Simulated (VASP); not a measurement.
# SrO (Fm-3m) in VASP: single point with r2SCAN

Aim: the single point of SrO with r2SCAN.

Program: VASP 6.6.1. These are calculated values, not measurements. Logs are shortened: lines on timing, memory, paths and dates and some standing lists are left out, and cuts for length are marked.

## Step 1: The cell of the first run

The structure is cubic, space group Fm-3m (No. 225). Conventional cell: a = 5.133 Å, b = 5.133 Å, c = 5.133 Å, α = 90.00°, β = 90.00°, γ = 90.00°. Within 3.4 Å of Sr (site symmetry m-3m) lie 6 O at 2.57 Å. O (site symmetry m-3m) has 6 Sr at 2.57 Å within 3.4 Å.

## Step 2: Single point, r2SCAN

Contents of POSCAR:

```
SrO
1.0
    0.0000000000      2.5663000000      2.5663000000
    2.5663000000      0.0000000000      2.5663000000
    2.5663000000      2.5663000000      0.0000000000
Sr O
1 1
Direct
    0.5000000000      0.5000000000      0.5000000000
    0.0000000000      0.0000000000      0.0000000000
```

Contents of INCAR.step1:

```
PREC     = Accurate       # precision mode
ENCUT    = 660            # plane-wave cutoff, eV
ISMEAR   = 0              # smearing method
SIGMA    = 0.01           # smearing width, eV
LREAL    = F              # projectors in reciprocal space
LASPH    = T              # aspherical terms in the spheres
NELM     = 120            # most SCF steps
NBANDS   = 15             # bands
GGA      = PE             # functional
ALGO     = Normal         # electronic algorithm
EDIFF    = 1E-5           # SCF threshold, eV
LWAVE    = T              # write WAVECAR
LCHARG   = F              # write CHGCAR
GGA_COMPAT= F
```

Contents of INCAR.step2:

```
PREC     = Accurate       # precision mode
ENCUT    = 660            # plane-wave cutoff, eV
EDIFF    = 1E-6           # SCF threshold, eV
ISMEAR   = 0              # smearing method
SIGMA    = 0.01           # smearing width, eV
LREAL    = F              # projectors in reciprocal space
LASPH    = T              # aspherical terms in the spheres
NELM     = 120            # most SCF steps
ALGO     = Normal         # electronic algorithm
ISIF     = 2              # what is computed and relaxed
LWAVE    = F              # write WAVECAR
LCHARG   = F              # write CHGCAR
METAGGA  = R2SCAN         # meta-GGA
LMIXTAU  = T            
NBANDS   = 15             # bands
ISTART   = 1            
GGA_COMPAT= F
```

Contents of KPOINTS:

```
regular mesh
0
Gamma
  6 6 6
```

Potentials or basis: VASP PAW PBE potentials, release 64 (Sr_sv, O).

On the command line:

```console
$ cat potpaw_PBE.64/Sr_sv/POTCAR potpaw_PBE.64/O/POTCAR > POTCAR
$ cp INCAR.step1 INCAR
$ mpirun -np 1 vasp_std > vasp.out
$ cp INCAR.step2 INCAR
$ mpirun -np 1 vasp_std > vasp.out
```

OUTCAR:

```text
PREC = Accurate
   ENCUT = 660
   EDIFF = 1E-6
   ISMEAR = 0
   LREAL = F
   LASPH = T
   NELM = 120
   ISIF = 2
   METAGGA = R2SCAN
   ISTART = 1

 ion  position               nearest neighbor table
   1  0.500  0.500  0.500-   2 2.57   2 2.57   2 2.57   2 2.57   2 2.57   2 2.57
   2  0.000  0.000  0.000-   1 2.57   1 2.57   1 2.57   1 2.57   1 2.57   1 2.57

  LATTYP: Found a face centered cubic cell.
 ALAT       =     5.1326000000

  Lattice vectors:

 A1 = (   0.0000000000,   2.5663000000,   2.5663000000)
 A2 = (   2.5663000000,   0.0000000000,   2.5663000000)
 A3 = (   2.5663000000,   2.5663000000,   0.0000000000)

Analysis of symmetry for initial positions (statically):
=====================================================================
 Subroutine PRICEL returns:
 Original cell was already a primitive cell.

 Routine SETGRP: Setting up the symmetry group for a
 face centered cubic supercell.

 Subroutine GETGRP returns: Found 48 space group operations
 (whereof 48 operations were pure point group operations)
 out of a pool of 48 trial point group operations.

The static configuration has the point symmetry O_h .

Analysis of symmetry for dynamics (positions and initial velocities):
=====================================================================
 Subroutine PRICEL returns:
 Original cell was already a primitive cell.

 Routine SETGRP: Setting up the symmetry group for a
 face centered cubic supercell.

 Subroutine GETGRP returns: Found 48 space group operations
 (whereof 48 operations were pure point group operations)
 out of a pool of 48 trial point group operations.

The dynamic configuration has the point symmetry O_h .

 Subroutine INISYM returns: Found 48 space group operations
 (whereof 48 operations are pure point group operations),
 and found     1 'primitive' translations

----------------------------------------------------------------------------------------

                                     Primitive cell

  volume of cell :      33.8028

  direct lattice vectors                    reciprocal lattice vectors
     0.000000000  2.566300000  2.566300000    -0.194833028  0.194833028  0.194833028
     2.566300000  0.000000000  2.566300000     0.194833028 -0.194833028  0.194833028
     2.566300000  2.566300000  0.000000000     0.194833028  0.194833028 -0.194833028

  length of vectors
     3.629296265  3.629296265  3.629296265     0.337460704  0.337460704  0.337460704

  position of ions in fractional coordinates (direct lattice)
     0.500000000  0.500000000  0.500000000
     0.000000000  0.000000000  0.000000000

  ion indices of the primitive-cell ions
   primitive index   ion index
                 1           1
                 2           2

----------------------------------------------------------------------------------------

 KPOINTS: regular mesh

Automatic generation of k-mesh.
 Grid dimensions read from file:
 generate k-points for:    6    6    6

 Generating k-lattice:

  Cartesian coordinates                     Fractional coordinates (reciprocal lattice)
    -0.032472171  0.032472171  0.032472171     0.166666667  0.000000000  0.000000000
     0.032472171 -0.032472171  0.032472171     0.000000000  0.166666667  0.000000000
     0.032472171  0.032472171 -0.032472171     0.000000000  0.000000000  0.166666667

  Length of vectors
     0.056243451  0.056243451  0.056243451

  Shift w.r.t. Gamma in fractional coordinates (k-lattice)
     0.000000000  0.000000000  0.000000000

 Subroutine IBZKPT returns following result:
 ===========================================

 Found     16 irreducible k-points:

 Following reciprocal coordinates:
            Coordinates               Weight
  0.000000  0.000000  0.000000      1.000000
  0.166667  0.000000  0.000000      8.000000
  0.333333  0.000000  0.000000      8.000000
  0.500000  0.000000  0.000000      4.000000
  0.166667  0.166667  0.000000      6.000000
  0.333333  0.166667  0.000000     24.000000
[... 8 lines left out ...]
 -0.333333  0.333333  0.166667     24.000000
 -0.333333  0.500000  0.166667     12.000000
   k-points           NKPTS =     16   k-points in BZ     NKDIM =     16   number of bands    NBANDS=     15
   number of dos      NEDOS =    301   number of ions     NIONS =      2
   total plane-waves  NPLWV =  27000
   dimension x,y,z NGX =    30 NGY =   30 NGZ =   30
   dimension x,y,z NGXF=    60 NGYF=   60 NGZF=   60
   ions per type =               1   1
   NGX,Y,Z   is equivalent  to a cutoff of  13.74, 13.74, 13.74 a.u.
   NGXF,Y,Z  is equivalent  to a cutoff of  27.48, 27.48, 27.48 a.u.
 SYSTEM =  unknown system
   PREC   = accura    normal or accurate (medium, high low for compatibility)
   ISTART =      1    job   : 0-new  1-cont  2-samecut
   ICHARG =      0    charge: 1-file 2-atom 10-const
   ISPIN  =      1    spin polarized calculation?
   LNONCOLLINEAR =      F non collinear calculations
   LSORBIT =      F    spin-orbit coupling
   LASPH  =      T    aspherical Exc in radial PAW
   ENCUT  =  660.0 eV  48.51 Ry    6.96 a.u.   7.60  7.60  7.60*2*pi/ulx,y,z
   NELM   =    120;   NELMIN=  2; NELMDL=  0     # of ELM steps
   EDIFF  = 0.1E-05   stopping-criterion for ELM
   LREAL  =      F    real-space projection
   EDIFFG = 0.1E-04   stopping-criterion for IOM
   NSW    =      0    number of steps for IOM
   IBRION =     -1    ionic relax: 0-MD 1-quasi-New 2-CG
   NFREE  =      0    steps in history (QN), initial steepest desc. (CG)
   ISIF   =      2    stress and relaxation
   ISYM   =      2    0-nonsym 1-usesym 2-fastsym
   POTIM  = 0.5000    time-step for ionic-motion
   TEBEG  =    0.0;   TEEND  =   0.0 temperature during run
   PSTRESS=    0.0 pullay stress
   NELECT =      16.0000    total number of electrons
   NUPDOWN=      -1.0000    fix difference up-down
   EMIN   =  10.00;   EMAX   =-10.00  energy-range for DOS
   EFERMI =   0.00;   METHOD = LEGACY
   ISMEAR =     0;   SIGMA  =   0.01  broadening in eV -4-tet -1-fermi 0-gaus
   EFERMI_NEDOS =   21; number of points for ismear=-14 and -15
   IALGO  =     38    algorithm
   IMIX   =      4    mixing-type and parameters
     AMIX     =   0.40;   BMIX     =  1.00
     AMIX_MAG =   1.60;   BMIX_MAG =  1.00
  volume/ion in A,a.u.               =      16.90       114.06
  Fermi-wavevector in a.u.,A,eV,Ry     =   1.275843  2.410995 22.147245  1.627777
  Thomas-Fermi vector in A             =   2.408533
   LORBIT       =      0    0 simple, 1 ext, 2 COOP (PROOUT), +10 PAW based schemes
   METAGGA = R2SCAN    functional components
   LHFCALC =     F    Hartree Fock is set to
   AEXX    =    0.0000 exact exchange contribution
   IVDW    =     0    specifies the selected vdW correction
   LEPSILON=     F    determine dielectric tensor
   LRPA    =     F    only Hartree local field effects (RPA)
 non-spin polarized calculation
 Gauss-broadening in eV      SIGMA  =   0.01
  energy-cutoff  :      660.00
  volume of cell :       33.80
 maximum number of plane-waves:      1315
   NGX = 15   NGY = 15   NGZ = 15

 number of electron      15.9999997 magnetization

 Free energy of the ion-electron system (eV)
  ---------------------------------------------------
  ext. energy  EPLUGINS =         0.00000000
  ---------------------------------------------------
  free energy    TOTEN  =       -27.05501847 eV

  energy without entropy =      -27.05501847  energy(sigma->0) =      -27.05501847

 E-fermi :   1.4886     XC(G=0): -10.6134

 val. band max:        1.3652777576   @ k =   0.0000   0.0000   0.0000
 cond. band min:       5.1075139171   @ k =   0.5000   0.5000   0.0000
 fundamental gap:      3.7422361595
 Fermi energy:         1.4885550057

 k-point     1 :       0.0000    0.0000    0.0000
  band No.  band energies     occupation
      1     -32.0849      2.00000
      2     -14.6683      2.00000
      3     -13.1024      2.00000
      4     -13.1024      2.00000
      5     -13.1024      2.00000
      6       1.3653      2.00000
      7       1.3653      2.00000
      8       1.3653      2.00000
      9       6.0683      0.00000
     10       8.1575      0.00000
     11       8.1575      0.00000
     12       8.1575      0.00000
     13      10.4910      0.00000
     14      10.4910      0.00000
     15      14.6978      0.00000

 k-point     2 :       0.1667    0.0000    0.0000
  band No.  band energies     occupation
      1     -32.0497      2.00000
      2     -15.1296      2.00000
      3     -13.1221      2.00000
      4     -13.1221      2.00000
      5     -12.7274      2.00000
      6       0.6774      2.00000
      7       1.0387      2.00000
      8       1.0387      2.00000
      9       7.2074      0.00000
     10       7.9414      0.00000
     11       8.7060      0.00000
     12       8.7060      0.00000
     13      11.2063      0.00000
     14      11.2063      0.00000
     15      16.4036      0.00000

 k-point     3 :       0.3333    0.0000    0.0000
  band No.  band energies     occupation
      1     -31.9780      2.00000
      2     -15.7740      2.00000
      3     -13.1608      2.00000
      4     -13.1608      2.00000
      5     -12.2562      2.00000
      6      -0.3396      2.00000
      7       0.4747      2.00000
      8       0.4747      2.00000
      9       8.1215      0.00000
     10       9.3660      0.00000
     11      10.0388      0.00000
     12      10.0388      0.00000
     13      12.8138      0.00000
     14      12.8138      0.00000
     15      18.0977      0.00000
[... 199 lines left out ...]
 k-point    15 :      -0.3333    0.3333    0.1667
  band No.  band energies     occupation
      1     -31.9098      2.00000
      2     -15.5168      2.00000
      3     -13.6324      2.00000
      4     -13.5009      2.00000
      5     -12.5526      2.00000
      6       0.0555      2.00000
      7       0.7004      2.00000
      8       0.7648      2.00000
      9       8.1354      0.00000
     10       8.2683      0.00000
     11      11.1066      0.00000
     12      12.1491      0.00000
     13      13.6365      0.00000
     14      15.4877      0.00000
     15      15.9382      0.00000

 k-point    16 :      -0.3333    0.5000    0.1667
  band No.  band energies     occupation
      1     -31.8996      2.00000
      2     -15.1350      2.00000
      3     -13.9180      2.00000
      4     -13.6233      2.00000
      5     -12.8125      2.00000
      6       0.4879      2.00000
      7       0.9196      2.00000
      8       1.0435      2.00000
      9       6.5187      0.00000
     10       9.5607      0.00000
     11      10.5769      0.00000
     12      13.1354      0.00000
     13      13.1822      0.00000
     14      15.5087      0.00000
     15      15.7041      0.00000

------------------------ aborting loop because EDIFF is reached ----------------------------------------

  FORCE on cell =-STRESS in cart. coord.  units (eV):
  Direction    XX          YY          ZZ          XY          YZ          ZX
  --------------------------------------------------------------------------------------
  -------------------------------------------------------------------------------------
  Total        0.4186440      0.4186440      0.4186440     -0.0000000     -0.0000000      0.0000000
  in kB       19.8428089     19.8428089     19.8428089     -0.0000000     -0.0000000      0.0000000
  external PRESSURE =      19.8428089 kB  Pullay stress =       0.0000000 kB

 VOLUME and BASIS-vectors are now :
 -----------------------------------------------------------------------------
  energy-cutoff  :      660.00
  volume of cell :       33.80
      direct lattice vectors                 reciprocal lattice vectors
     0.000000000  2.566300000  2.566300000    -0.194833028  0.194833028  0.194833028
     2.566300000  0.000000000  2.566300000     0.194833028 -0.194833028  0.194833028
     2.566300000  2.566300000  0.000000000     0.194833028  0.194833028 -0.194833028

 POSITION                                       TOTAL-FORCE (eV/Angst)
 -----------------------------------------------------------------------------------
      2.56630      2.56630      2.56630        -0.000000     -0.000000     -0.000000
      0.00000      0.00000      0.00000         0.000000      0.000000      0.000000
 -----------------------------------------------------------------------------------
    total drift:                               -0.000000      0.000000      0.000000

  FREE ENERGIE OF THE ION-ELECTRON SYSTEM (eV)
  ---------------------------------------------------
  free  energy   TOTEN  =       -27.0550184659 eV

  energy  without entropy=      -27.0550184659  energy(sigma->0) =      -27.05501847
```

It took 30 s on 1 thread of Intel Xeon 6975P-C (Granite Rapids), shared host; peak memory 0.17 GiB.

Results:

| Item | Value |
| --- | --- |
| Free energy | -27.0550 eV |
| Pressure | 2.0 GPa |
| Band gap on the k mesh | 3.74 eV (least direct gap 3.82 eV) |

Caveat: the PAW data sets were made with another functional, which shifts forces and pressure a little. r2SCAN opens gaps a little over a GGA but as a rule still falls short of measured ones.
